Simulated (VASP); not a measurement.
# CuF (P6_3/mmc) in VASP: further runs, part 2 of 2

VASP 6.6.1.

## 4. Single point, PBE

This run uses another cell than the first one, of 12.24 Å³/atom, 1.064 times its volume.

INCAR reads:

```
SYSTEM = CuF
PREC = Accurate ; ENCUT = 520
EDIFF = 1E-7 ; ISMEAR = -1
SIGMA = 0.02 ; LREAL = .False.
LASPH = .True. ; NELM = 100
ALGO = Normal ; ISIF = 2
LWAVE = .False. ; LCHARG = .False.
GGA = PE ; NBANDS = 26
```

KPOINTS reads:

```
Automatic mesh
0
Gamma
  9 9 4
  0 0 0
```

POSCAR reads:

```
CuF
1.0
    3.2965359216      0.0000000000      0.0000000000
   -1.6482679608      2.8548838526      0.0000000000
    0.0000000000      0.0000000000      5.2008577582
Cu F
2 2
Direct
    0.0000000000      0.0000000000      0.0000000000
    0.0000000000      0.0000000000      0.5000000000
    0.3333333333      0.6666666667      0.2500000000
    0.6666666667      0.3333333333      0.7500000000
```

Potentials or basis: VASP PAW PBE potentials, release 64 (Cu, F).

On the command line:

```
$ cat potpaw_PBE.64/Cu/POTCAR potpaw_PBE.64/F/POTCAR > POTCAR
$ mpirun -np 1 vasp_std > vasp.out
```

OUTCAR:

```text
SYSTEM = CuF
   PREC = Accurate
   ENCUT = 520
   EDIFF = 1E-7
   ISMEAR = -1
   LREAL = .False.
   LASPH = .True.
   NELM = 100
   ISIF = 2
   GGA = PE

 ion  position               nearest neighbor table
   1  0.000  0.000  0.000-   3 2.30   4 2.30   4 2.30   3 2.30   4 2.30   3 2.30   2 2.60   2 2.60

   2  0.000  0.000  0.500-   3 2.30   4 2.30   4 2.30   3 2.30   4 2.30   3 2.30   1 2.60   1 2.60

   3  0.333  0.667  0.250-   1 2.30   2 2.30   1 2.30   2 2.30   1 2.30   2 2.30
   4  0.667  0.333  0.750-   1 2.30   2 2.30   1 2.30   2 2.30   1 2.30   2 2.30

  LATTYP: Found a hexagonal cell.
 ALAT       =     3.2965359216
 C/A-ratio  =     1.5776736192

  Lattice vectors:

 A1 = (   3.2965359216,   0.0000000000,   0.0000000000)
 A2 = (  -1.6482679608,   2.8548838526,   0.0000000000)
 A3 = (   0.0000000000,   0.0000000000,   5.2008577582)

Analysis of symmetry for initial positions (statically):
=====================================================================
 Subroutine PRICEL returns:
 Original cell was already a primitive cell.

 Routine SETGRP: Setting up the symmetry group for a
 hexagonal supercell.

[... 172 lines left out ...]
 E-fermi :   3.6524     XC(G=0): -10.7160

 val. band max:        3.6391241178   @ k =   0.3333   0.3333   0.5000
 cond. band min:       3.6684670143   @ k =   0.4444   0.1111   0.0000
 fundamental gap:      0.0293428965
 Fermi energy:         3.6523584310

 k-point     1 :       0.0000    0.0000    0.0000
  band No.  band energies     occupation
      1     -20.3981      2.00000
      2     -20.1017      2.00000
      3      -3.4578      2.00000
      4      -1.9167      2.00000
      5      -1.9167      2.00000
      6      -1.2321      2.00000
[... 685 lines left out ...]
     25      13.5382      0.00000
     26      19.3746      0.00000

 [... further k-points ...]

------------------------ aborting loop because EDIFF is reached ----------------------------------------

  FORCE on cell =-STRESS in cart. coord.  units (eV):
  Direction    XX          YY          ZZ          XY          YZ          ZX
  --------------------------------------------------------------------------------------
  -------------------------------------------------------------------------------------
  Total       -0.0633942     -0.0633942     -0.0169909      0.0000000     -0.0000000      0.0000000
  in kB       -2.0751000     -2.0751000     -0.5561679      0.0000000     -0.0000000      0.0000000
  external PRESSURE =      -1.5687893 kB  Pullay stress =       0.0000000 kB

 VOLUME and BASIS-vectors are now :
 -----------------------------------------------------------------------------
  energy-cutoff  :      520.00
  volume of cell :       48.95
      direct lattice vectors                 reciprocal lattice vectors
     3.296535922  0.000000000  0.000000000     0.303348734  0.175138474  0.000000000
    -1.648267961  2.854883853  0.000000000     0.000000000  0.350276947  0.000000000
     0.000000000  0.000000000  5.200857758     0.000000000  0.000000000  0.192275976

 POSITION                                       TOTAL-FORCE (eV/Angst)
 -----------------------------------------------------------------------------------
      0.00000      0.00000      0.00000        -0.000000      0.000000     -0.000000
      0.00000      0.00000      2.60043        -0.000000      0.000000     -0.000000
     -0.00000      1.90326      1.30021        -0.000000     -0.000000     -0.000000
      1.64827      0.95163      3.90064         0.000000      0.000000      0.000000
 -----------------------------------------------------------------------------------
    total drift:                                0.000000     -0.000000     -0.000000

  FREE ENERGIE OF THE ION-ELECTRON SYSTEM (eV)
  ---------------------------------------------------
  free  energy   TOTEN  =       -14.2322691381 eV

  energy  without entropy=      -14.2268155950  energy(sigma->0) =      -14.22954237
```

Wall time 51 s (1 thread of Intel Xeon 6975P-C, shared host); peak memory 0.19 GiB.

Results:

| Item | Value |
| --- | --- |
| Free energy | -14.2323 eV |
| Pressure | -0.2 GPa |
| Band gap on the k mesh | zero (band 18 reaches 3.68 eV, above the bottom of band 19 at 3.50 eV) |

Levels at points of the mesh, in eV from the Fermi level:
```csv
k point,band 14,band 15,band 16,band 17,band 18,band 19,band 20,band 21,band 22,band 23
"(0.00, 0.00, 0.00)",-0.88,-0.41,-0.41,-0.13,-0.07,-0.07,3.69,5.67,11.93,11.93
"(0.00, 0.00, 0.50)",-0.87,-0.36,-0.36,-0.36,-0.36,0.63,0.63,10.34,10.34,13.27
```

Caveat: semilocal functionals often make such compounds metallic where correlation or magnetic order opens a gap, which also shifts bond lengths. With open d or f shells a metallic result of PBE can be an artefact of self-interaction; +U or a hybrid may open a gap.

## 5. Single point, PBE (volume changed by +3%)

INCAR reads:

```
  PREC = Accurate
  ENCUT = 520
  EDIFF = 1E-7
  ISMEAR = -1
  SIGMA = 0.02
  LREAL = False
  LASPH = True
  NELM = 100
  ALGO = Normal
  ISIF = 2
  LWAVE = False
  LCHARG = False
  GGA = PE
  NBANDS = 26
```

KPOINTS reads:

```
regular mesh
0
Gamma
  9 9 4
```

POSCAR reads:

```
CuF
1.0
    3.3291770140      0.0000000000      0.0000000000
   -1.6645885070      2.8831518678      0.0000000000
    0.0000000000      0.0000000000      5.2523547485
Cu F
2 2
Direct
    0.0000000000      0.0000000000      0.0000000000
    0.0000000000      0.0000000000      0.5000000000
    0.3333333333      0.6666666667      0.2500000000
    0.6666666667      0.3333333333      0.7500000000
```

On the command line:

```
$ cat potpaw_PBE.64/Cu/POTCAR potpaw_PBE.64/F/POTCAR > POTCAR
$ mpirun -np 1 vasp_std > vasp.out
```

Run time: 53 s. Hardware: 1 thread of Intel Xeon 6975P-C, shared host; peak memory 0.19 GiB.

Results (log left out):

```
Free energy            : -14.2230 eV
Pressure               : -2.4 GPa
Band gap on the k mesh : zero (band 18 reaches 3.36 eV, above the bottom of band 19 at 3.19 eV)
```

Stress tensor (GPa, compression positive):
```
-2.37  0.00  0.00
 0.00 -2.37  0.00
 0.00  0.00 -2.55
```

Levels at points of the mesh, in eV from the Fermi level:
| k point | band 15 | band 16 | band 17 | band 18 | band 19 | band 20 | band 21 | band 22 |
| --- | --- | --- | --- | --- | --- | --- | --- | --- |
| (0.00, 0.00, 0.00) | -0.38 | -0.38 | -0.12 | -0.07 | -0.07 | 3.69 | 5.53 | 11.79 |
| (0.00, 0.00, 0.50) | -0.34 | -0.34 | -0.34 | -0.34 | 0.61 | 0.61 | 10.22 | 10.22 |

Caveat: the cell differs from its parent crystal (volume changed by +3%); semilocal functionals often make such compounds metallic where correlation or magnetic order opens a gap, which also shifts bond lengths.

## 6. Single point, PBE (volume changed by +6%)

INCAR reads:

```
PREC = Accurate
ENCUT = 520
EDIFF = 1E-6
ISMEAR = -1
SIGMA = 0.02
LREAL = F
LASPH = T
NELM = 80
ALGO = Normal
ISIF = 2
LWAVE = F
LCHARG = F
GGA = PE
NBANDS = 26
```

KPOINTS reads:

```
Automatic mesh
0
Gamma
  9 9 4
```

POSCAR reads:

```
CuF
1.0
    3.3611902953      0.0000000000      0.0000000000
   -1.6805951476      2.9108761827      0.0000000000
    0.0000000000      0.0000000000      5.3028612579
Cu F
2 2
Direct
    0.0000000000      0.0000000000      0.0000000000
    0.0000000000      0.0000000000      0.5000000000
    0.3333333333      0.6666666667      0.2500000000
    0.6666666667      0.3333333333      0.7500000000
```

Potentials or basis: VASP PAW PBE potentials, release 64 (Cu, F).

On the command line:

```
$ cat potpaw_PBE.64/Cu/POTCAR potpaw_PBE.64/F/POTCAR > POTCAR
$ mpirun -np 1 vasp_std > vasp.out
```

Run time: 52 s. Hardware: 1 thread of Intel Xeon 6975P-C, shared host; peak memory 0.19 GiB.

The run converged. Its results:

| Property | Result |
| --- | --- |
| Free energy | -14.1945 eV |
| Pressure | -4.3 GPa |
| Band gap on the k mesh | zero (band 18 reaches 3.06 eV, above the bottom of band 19 at 2.90 eV) |

Stress tensor (GPa, compression positive):
```
-4.11  0.00  0.00
 0.00 -4.11  0.00
 0.00  0.00 -4.56
```

Levels at points of the mesh, in eV from the Fermi level:
```tsv
k point	band 16	band 17	band 18	band 19	band 20	band 21
(0.00, 0.00, 0.00)	-0.37	-0.12	-0.07	-0.07	3.70	5.39
(0.00, 0.00, 0.50)	-0.32	-0.32	-0.32	0.60	0.60	10.10
```

Caveat: the cell differs from its parent crystal (volume changed by +6%); semilocal functionals often make such compounds metallic where correlation or magnetic order opens a gap, which also shifts bond lengths.

## 7. The runs side by side

| cell | gap on the mesh (eV) | pressure (GPa) |
| --- | --- | --- |
| a = 3.229, b = 3.229, c = 5.095 Å, angles 90.0, 90.0, 120.0°, 4 atoms | none | 5.8 |
| a = 3.263, b = 3.263, c = 5.148 Å, angles 90.0, 90.0, 120.0°, 4 atoms | none | 2.6 |
| a = 3.297, b = 3.297, c = 5.201 Å, angles 90.0, 90.0, 120.0°, 4 atoms | none | -0.2 |
| a = 3.329, b = 3.329, c = 5.252 Å, angles 90.0, 90.0, 120.0°, 4 atoms | none | -2.4 |
| a = 3.361, b = 3.361, c = 5.303 Å, angles 90.0, 90.0, 120.0°, 4 atoms | none | -4.3 |

Alike in all rows: task single point; level PBE; potentials or basis VASP PAW PBE potentials, release 64 (Cu, F); no spin polarisation; k mesh 9 × 9 × 4; cutoff (eV) 520; smearing fermi-dirac 0.02 eV.

Caveats: semilocal functionals often make such compounds metallic where correlation or magnetic order opens a gap, which also shifts bond lengths.

Total energies depend on the potentials used, so only differences within one code and one set of settings carry meaning.
